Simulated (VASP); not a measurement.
# CuI (Pm-3m) in VASP: notebook

Runs on CuI. Level: r2SCAN+rVV10. Tasks: single point, relaxation of cell and atoms.

All numbers are computed with VASP 6.6.1; they aren't measurements. Logs are shortened: lines on timing, memory, paths and dates and some standing lists are left out, and cuts for length are marked.

### 1 The cell of the first run

The structure is cubic, space group Pm-3m (No. 221). Conventional cell: a = 3.621 Å, b = 3.621 Å, c = 3.621 Å, α = 90.00°, β = 90.00°, γ = 90.00°. Within 4.1 Å of Cu (site symmetry m-3m) lie 8 I at 3.14 Å and 6 Cu at 3.62 Å. Within 4.1 Å of I (site symmetry m-3m) lie 8 Cu at 3.14 Å and 6 I at 3.62 Å.

### 2 Single point, r2SCAN+rVV10

POSCAR reads:

```
CuI
1.0
    3.6208843518      0.0000000000      0.0000000000
    0.0000000000      3.6208843518      0.0000000000
    0.0000000000      0.0000000000      3.6208843518
Cu I
1 1
Direct
    0.0000000000      0.0000000000      0.0000000000
    0.5000000000      0.5000000000      0.5000000000
```

INCAR.step1 reads:

```
SYSTEM = CuI
PREC = Accurate ; ENCUT = 520
ISMEAR = -1 ; SIGMA = 0.03
LREAL = .False. ; LASPH = .True.
NELM = 80 ; NBANDS = 16
GGA = PE ; ALGO = Normal
EDIFF = 1E-4 ; LWAVE = .True.
LCHARG = .False.
```

INCAR.step2 reads:

```
SYSTEM = CuI
PREC = Accurate ; ENCUT = 520
EDIFF = 1E-7 ; ISMEAR = -1
SIGMA = 0.03 ; LREAL = .False.
LASPH = .True. ; NELM = 80
ALGO = Normal ; ISIF = 2
LWAVE = .False. ; LCHARG = .False.
METAGGA = R2SCAN ; LMIXTAU = .True.
LUSE_VDW = .True. ; IVDW_NL = 2
BPARAM = 11.95 ; CPARAM = 0.0093
NBANDS = 16 ; ISTART = 1
```

KPOINTS reads:

```
Automatic mesh
0
Gamma
  6 6 6
  0 0 0
```

Potentials or basis: VASP PAW PBE potentials, release 64 (Cu, I).

Started as:

```bash
> cat potpaw_PBE.64/Cu/POTCAR potpaw_PBE.64/I/POTCAR > POTCAR
> cp INCAR.step1 INCAR
> mpirun -np 1 vasp_std > vasp.out
> cp INCAR.step2 INCAR
> mpirun -np 1 vasp_std > vasp.out
```

OUTCAR:

```text
SYSTEM = CuI
   PREC = Accurate
   ENCUT = 520
   EDIFF = 1E-7
   ISMEAR = -1
   LREAL = .False.
   LASPH = .True.
   NELM = 80
   ISIF = 2
   METAGGA = R2SCAN
   IVDW_NL = 2
   BPARAM = 11.95
   ISTART = 1

 ion  position               nearest neighbor table
   1  0.000  0.000  0.000-   2 3.14   2 3.14   2 3.14   2 3.14   2 3.14   2 3.14   2 3.14   2 3.14

   2  0.500  0.500  0.500-   1 3.14   1 3.14   1 3.14   1 3.14   1 3.14   1 3.14   1 3.14   1 3.14

  LATTYP: Found a simple cubic cell.
 ALAT       =     3.6208843518

  Lattice vectors:

 A1 = (   3.6208843518,   0.0000000000,   0.0000000000)
 A2 = (   0.0000000000,   3.6208843518,   0.0000000000)
 A3 = (   0.0000000000,   0.0000000000,   3.6208843518)

Analysis of symmetry for initial positions (statically):
=====================================================================
 Subroutine PRICEL returns:
 Original cell was already a primitive cell.

 Routine SETGRP: Setting up the symmetry group for a
 simple cubic supercell.

 Subroutine GETGRP returns: Found 48 space group operations
 (whereof 48 operations were pure point group operations)
 out of a pool of 48 trial point group operations.

The static configuration has the point symmetry O_h .

Analysis of symmetry for dynamics (positions and initial velocities):
=====================================================================
 Subroutine PRICEL returns:
 Original cell was already a primitive cell.

 Routine SETGRP: Setting up the symmetry group for a
 simple cubic supercell.

 Subroutine GETGRP returns: Found 48 space group operations
 (whereof 48 operations were pure point group operations)
 out of a pool of 48 trial point group operations.

The dynamic configuration has the point symmetry O_h .

 Subroutine INISYM returns: Found 48 space group operations
 (whereof 48 operations are pure point group operations),
 and found     1 'primitive' translations

----------------------------------------------------------------------------------------

                                     Primitive cell

  volume of cell :      47.4727

  direct lattice vectors                    reciprocal lattice vectors
     3.620884352  0.000000000  0.000000000     0.276175625  0.000000000  0.000000000
     0.000000000  3.620884352  0.000000000     0.000000000  0.276175625  0.000000000
     0.000000000  0.000000000  3.620884352     0.000000000  0.000000000  0.276175625

  length of vectors
     3.620884352  3.620884352  3.620884352     0.276175625  0.276175625  0.276175625

  position of ions in fractional coordinates (direct lattice)
     0.000000000  0.000000000  0.000000000
     0.500000000  0.500000000  0.500000000

  ion indices of the primitive-cell ions
   primitive index   ion index
                 1           1
                 2           2

----------------------------------------------------------------------------------------

 KPOINTS: Automatic mesh

Automatic generation of k-mesh.
 Grid dimensions read from file:
 generate k-points for:    6    6    6

 Generating k-lattice:

  Cartesian coordinates                     Fractional coordinates (reciprocal lattice)
     0.046029271  0.000000000  0.000000000     0.166666667  0.000000000  0.000000000
     0.000000000  0.046029271  0.000000000     0.000000000  0.166666667  0.000000000
     0.000000000  0.000000000  0.046029271     0.000000000  0.000000000  0.166666667

  Length of vectors
     0.046029271  0.046029271  0.046029271

  Shift w.r.t. Gamma in fractional coordinates (k-lattice)
     0.000000000  0.000000000  0.000000000

 Subroutine IBZKPT returns following result:
 ===========================================

 Found     20 irreducible k-points:

 Following reciprocal coordinates:
            Coordinates               Weight
  0.000000  0.000000  0.000000      1.000000
  0.166667  0.000000  0.000000      6.000000
  0.333333  0.000000  0.000000      6.000000
  0.500000  0.000000  0.000000      3.000000
  0.166667  0.166667  0.000000     12.000000
  0.333333  0.166667  0.000000     24.000000
[... 12 lines left out ...]
  0.500000  0.500000  0.333333      6.000000
  0.500000  0.500000  0.500000      1.000000
   k-points           NKPTS =     20   k-points in BZ     NKDIM =     20   number of bands    NBANDS=     16
   number of dos      NEDOS =    301   number of ions     NIONS =      2
   total plane-waves  NPLWV =  21952
   dimension x,y,z NGX =    28 NGY =   28 NGZ =   28
   dimension x,y,z NGXF=    56 NGYF=   56 NGZF=   56
   ions per type =               1   1
   NGX,Y,Z   is equivalent  to a cutoff of  12.86, 12.86, 12.86 a.u.
   NGXF,Y,Z  is equivalent  to a cutoff of  25.71, 25.71, 25.71 a.u.
 SYSTEM =  CuI
   PREC   = accura    normal or accurate (medium, high low for compatibility)
   ISTART =      1    job   : 0-new  1-cont  2-samecut
   ICHARG =      0    charge: 1-file 2-atom 10-const
   ISPIN  =      1    spin polarized calculation?
   LNONCOLLINEAR =      F non collinear calculations
   LSORBIT =      F    spin-orbit coupling
   LASPH  =      T    aspherical Exc in radial PAW
   ENCUT  =  520.0 eV  38.22 Ry    6.18 a.u.   6.73  6.73  6.73*2*pi/ulx,y,z
   NELM   =     80;   NELMIN=  2; NELMDL=  0     # of ELM steps
   EDIFF  = 0.1E-06   stopping-criterion for ELM
   LREAL  =      F    real-space projection
   EDIFFG = 0.1E-05   stopping-criterion for IOM
   NSW    =      0    number of steps for IOM
   IBRION =     -1    ionic relax: 0-MD 1-quasi-New 2-CG
   NFREE  =      0    steps in history (QN), initial steepest desc. (CG)
   ISIF   =      2    stress and relaxation
   ISYM   =      2    0-nonsym 1-usesym 2-fastsym
   POTIM  = 0.5000    time-step for ionic-motion
   TEBEG  =    0.0;   TEEND  =   0.0 temperature during run
   PSTRESS=    0.0 pullay stress
   NELECT =      18.0000    total number of electrons
   NUPDOWN=      -1.0000    fix difference up-down
   EMIN   =  10.00;   EMAX   =-10.00  energy-range for DOS
   EFERMI =   0.00;   METHOD = LEGACY
   ISMEAR =    -1;   SIGMA  =   0.03  broadening in eV -4-tet -1-fermi 0-gaus
   EFERMI_NEDOS =   21; number of points for ismear=-14 and -15
   IALGO  =     38    algorithm
   IMIX   =      4    mixing-type and parameters
     AMIX     =   0.40;   BMIX     =  1.00
     AMIX_MAG =   1.60;   BMIX_MAG =  1.00
  volume/ion in A,a.u.               =      23.74       160.18
  Fermi-wavevector in a.u.,A,eV,Ry     =   1.184907  2.239150 19.102649  1.404005
  Thomas-Fermi vector in A             =   2.321112
   LORBIT       =      0    0 simple, 1 ext, 2 COOP (PROOUT), +10 PAW based schemes
   METAGGA = R2SCAN    functional components
   LHFCALC =     F    Hartree Fock is set to
   AEXX    =    0.0000 exact exchange contribution
   IVDW_NL    =     2    kernel type
   BPARAM     =11.9500
   IVDW    =     0    specifies the selected vdW correction
   LEPSILON=     F    determine dielectric tensor
   LRPA    =     F    only Hartree local field effects (RPA)
 non-spin polarized calculation
  energy-cutoff  :      520.00
  volume of cell :       47.47
 maximum number of plane-waves:      1328
 NGX is ok and might be reduce to    28
   NGX = 13   NGY = 13   NGZ = 13

 number of electron      17.9999980 magnetization

 Free energy of the ion-electron system (eV)
  ---------------------------------------------------
  ext. energy  EPLUGINS =         0.00000000
  ---------------------------------------------------
  free energy    TOTEN  =       -33.78157189 eV

  energy without entropy =      -33.77760158  energy(sigma->0) =      -33.77958673

 E-fermi :   5.8592     XC(G=0): -10.5093

 val. band max:        5.8384354608   @ k =   0.5000   0.5000   0.1667
 cond. band min:       5.8836294736   @ k =   0.5000   0.0000   0.0000
 fundamental gap:      0.0451940128
 Fermi energy:         5.8592227809

 k-point     1 :       0.0000    0.0000    0.0000
  band No.  band energies     occupation
      1      -8.6051      2.00000
      2       3.8124      2.00000
      3       3.8124      2.00000
      4       4.1230      2.00000
      5       4.1230      2.00000
      6       4.1230      2.00000
[... 8 lines left out ...]
     15      16.9483      0.00000
     16      19.7915      0.00000

 k-point     2 :       0.1667    0.0000    0.0000
  band No.  band energies     occupation
      1      -8.4263      2.00000
      2       2.2036      2.00000
      3       3.7448      2.00000
      4       3.7448      2.00000
      5       3.8374      2.00000
      6       4.0862      2.00000
[... 8 lines left out ...]
     15      15.8135      0.00000
     16      19.3161      0.00000

 k-point     3 :       0.3333    0.0000    0.0000
  band No.  band energies     occupation
      1      -8.0123      2.00000
      2       0.1960      2.00000
      3       3.5050      2.00000
      4       3.5050      2.00000
      5       3.8878      2.00000
      6       4.2362      2.00000
[... 8 lines left out ...]
     15      17.1036      0.00000
     16      17.6933      0.00000

 k-point     4 :       0.5000    0.0000    0.0000
  band No.  band energies     occupation
      1      -7.7656      2.00000
      2      -0.6248      2.00000
      3       3.4272      2.00000
      4       3.4272      2.00000
      5       3.9132      2.00000
      6       4.2407      2.00000
[... 8 lines left out ...]
     15      16.1635      0.00000
     16      20.4045      0.00000
[... 248 lines left out ...]
 k-point    18 :       0.5000    0.3333    0.3333
  band No.  band energies     occupation
      1      -6.7545      2.00000
      2       0.9685      2.00000
      3       1.8023      2.00000
      4       2.0132      2.00000
      5       4.2068      2.00000
      6       4.2178      2.00000
[... 8 lines left out ...]
     15      19.4365      0.00000
     16      21.4722      0.00000

 k-point    19 :       0.5000    0.5000    0.3333
  band No.  band energies     occupation
      1      -6.5510      2.00000
      2       1.2147      2.00000
      3       1.2147      2.00000
      4       2.0158      2.00000
      5       4.2426      2.00000
      6       4.3852      2.00000
[... 8 lines left out ...]
     15      22.6200      0.00000
     16      22.6200      0.00000

 k-point    20 :       0.5000    0.5000    0.5000
  band No.  band energies     occupation
      1      -6.3457      2.00000
      2       1.3328      2.00000
      3       1.3328      2.00000
      4       1.3328      2.00000
      5       4.3871      2.00000
      6       4.3871      2.00000
[... 8 lines left out ...]
     15      24.1663      0.00000
     16      24.1664      0.00000

------------------------ aborting loop because EDIFF is reached ----------------------------------------

  FORCE on cell =-STRESS in cart. coord.  units (eV):
  Direction    XX          YY          ZZ          XY          YZ          ZX
  --------------------------------------------------------------------------------------
  -------------------------------------------------------------------------------------
  Total        0.0437772      0.0437772      0.0437772     -0.0000000      0.0000000     -0.0000000
  in kB        1.4774575      1.4774575      1.4774575     -0.0000000      0.0000000     -0.0000000
  external PRESSURE =       1.4774575 kB  Pullay stress =       0.0000000 kB

 VOLUME and BASIS-vectors are now :
 -----------------------------------------------------------------------------
  energy-cutoff  :      520.00
  volume of cell :       47.47
      direct lattice vectors                 reciprocal lattice vectors
     3.620884352  0.000000000  0.000000000     0.276175625  0.000000000  0.000000000
     0.000000000  3.620884352  0.000000000     0.000000000  0.276175625  0.000000000
     0.000000000  0.000000000  3.620884352     0.000000000  0.000000000  0.276175625

 POSITION                                       TOTAL-FORCE (eV/Angst)
 -----------------------------------------------------------------------------------
      0.00000      0.00000      0.00000         0.000000      0.000000      0.000000
      1.81044      1.81044      1.81044         0.000000      0.000000      0.000000
 -----------------------------------------------------------------------------------
    total drift:                               -0.000000      0.000000     -0.000000

  FREE ENERGIE OF THE ION-ELECTRON SYSTEM (eV)
  ---------------------------------------------------
  free  energy   TOTEN  =       -33.7815718853 eV

  energy  without entropy=      -33.7776015765  energy(sigma->0) =      -33.77958673
```

Wall time 47 s (1 thread of Intel Xeon 6975P-C (Granite Rapids), shared host); peak memory 0.27 GiB.

What came out:

```
Free energy            : -33.7816 eV
Pressure               : 0.1 GPa
Band gap on the k mesh : zero (band 9 reaches 5.88 eV, above the bottom of band 10 at 5.67 eV)
```

Levels at points of the mesh, in eV from the Fermi level:
```tsv
k point	band 5	band 6	band 7	band 8	band 9	band 10	band 11	band 12	band 13	band 14
(0.00, 0.00, 0.00)	-1.74	-1.74	-1.64	-1.64	-1.64	0.21	5.84	5.84	11.09	11.09
(0.50, 0.00, 0.00)	-1.95	-1.62	-1.47	0.02	0.02	4.10	4.52	6.72	6.72	6.80
(0.50, 0.50, 0.00)	-1.78	-1.78	-1.64	-1.48	-0.31	-0.19	7.97	7.97	8.26	9.81
(0.50, 0.50, 0.50)	-1.47	-1.47	-0.78	-0.78	-0.78	2.02	2.02	2.02	2.43	18.31
```

Caveat: the PAW data sets were made with another functional, which shifts forces and pressure a little; spin-orbit coupling is left out, which moves the levels of the heavy elements; semilocal functionals often make such compounds metallic where correlation or magnetic order opens a gap, which also shifts bond lengths.

### 3 Relaxation of cell and atoms, r2SCAN+rVV10

This run uses another cell than the first one, of 22.47 Å³/atom, 0.947 times its volume.

POSCAR reads:

```
CuI
1.0
    3.5555445864      0.0000000000      0.0000000000
    0.0000000000      3.5555445864      0.0000000000
    0.0000000000      0.0000000000      3.5555445864
Cu I
1 1
Direct
    0.0000000000      0.0000000000      0.0000000000
    0.5000000000      0.5000000000      0.5000000000
```

INCAR.step1 reads:

```
SYSTEM = CuI
PREC     = Accurate       ! precision mode
ENCUT    = 600            ! plane-wave cutoff, eV
ISMEAR   = -1             ! smearing method
SIGMA    = 0.03           ! smearing width, eV
LREAL    = .FALSE.        ! projectors in reciprocal space
LASPH    = .TRUE.         ! aspherical terms in the spheres
NELM     = 100            ! most SCF steps
GGA      = PE             ! functional
ALGO     = Normal         ! electronic algorithm
EDIFF    = 1E-4           ! SCF threshold, eV
LWAVE    = .TRUE.         ! write WAVECAR
LCHARG   = .FALSE.        ! write CHGCAR
```

INCAR.step2 reads:

```
SYSTEM = CuI
PREC     = Accurate       ! precision mode
ENCUT    = 600            ! plane-wave cutoff, eV
EDIFF    = 1E-6           ! SCF threshold, eV
ISMEAR   = -1             ! smearing method
SIGMA    = 0.03           ! smearing width, eV
LREAL    = .FALSE.        ! projectors in reciprocal space
LASPH    = .TRUE.         ! aspherical terms in the spheres
NELM     = 100            ! most SCF steps
ALGO     = Normal         ! electronic algorithm
ISIF     = 3              ! what is computed and relaxed
LWAVE    = .FALSE.        ! write WAVECAR
LCHARG   = .FALSE.        ! write CHGCAR
METAGGA  = R2SCAN         ! meta-GGA
LMIXTAU  = .TRUE.       
LUSE_VDW = .TRUE.       
IVDW_NL  = 2            
BPARAM   = 11.95        
CPARAM   = 0.0093       
IBRION   = 2              ! ionic algorithm
NSW      = 100            ! ionic steps
EDIFFG   = -0.01          ! ionic threshold
ISTART   = 1
```

KPOINTS reads:

```
regular mesh
0
G
  6 6 6
  0 0 0
```

Potentials or basis: VASP PAW PBE potentials, release 64 (Cu, I).

Started as:

```bash
> cat potpaw_PBE.64/Cu/POTCAR potpaw_PBE.64/I/POTCAR > POTCAR
> cp INCAR.step1 INCAR
> mpirun -np 1 vasp_std > vasp.out
> cp INCAR.step2 INCAR
> mpirun -np 1 vasp_std > vasp.out
```

It took 98 s on 1 thread of Intel Xeon 6975P-C (Granite Rapids), shared host; peak memory 0.27 GiB.

The run converged. Its results:

| Property | Result |
| --- | --- |
| Free energy | -33.7824 eV |
| Relaxed volume | 23.84 Å³/atom |
| Relaxed cell | a = 3.626 Å, b = 3.626 Å, c = 3.626 Å, α = 90.00°, β = 90.00°, γ = 90.00° |
| Space group after relaxing (to 0.05 Å) | Pm-3m (No. 221) |
| Energy gained by relaxing | 10.5 meV/atom |
| Ionic steps | 3 |
| Pressure after relaxing | 0.0 GPa |
| Band gap on the k mesh | zero (band 9 reaches 5.82 eV, above the bottom of band 10 at 5.62 eV) |

Step by step:
| step | energy change (eV) | largest force (eV/Å) | pressure (GPa) | volume (Å³) |
| --- | --- | --- | --- | --- |
| 1 | 0.0000 | 0.0000 | 2.81 | 44.95 |
| 2 | -0.0210 | 0.0000 | 0.08 | 47.56 |
| 3 | -0.0211 | 0.0000 | -0.01 | 47.69 |

Final structure:
```
Cu I
1.0
     3.62635    0.00000    0.00000
     0.00000    3.62635    0.00000
     0.00000    0.00000    3.62635
Cu I
1 1
Direct
  0.00000 0.00000 0.00000
  0.50000 0.50000 0.50000
```

Levels at points of the mesh, in eV from the Fermi level:
```tsv
k point	band 6	band 7	band 8	band 9	band 10	band 11	band 12	band 13
(0.00, 0.00, 0.00)	-1.73	-1.63	-1.63	-1.63	0.20	5.85	5.85	11.06
(0.50, 0.00, 0.00)	-1.61	-1.46	0.02	0.02	4.09	4.49	6.72	6.72
(0.50, 0.50, 0.00)	-1.77	-1.63	-1.47	-0.31	-0.18	7.95	7.95	8.25
(0.50, 0.50, 0.50)	-1.46	-0.77	-0.77	-0.77	2.03	2.03	2.03	2.43
```

Caveat: the PAW data sets were made with another functional, which shifts forces and pressure a little; spin-orbit coupling is left out, which moves the levels of the heavy elements; semilocal functionals often make such compounds metallic where correlation or magnetic order opens a gap, which also shifts bond lengths.
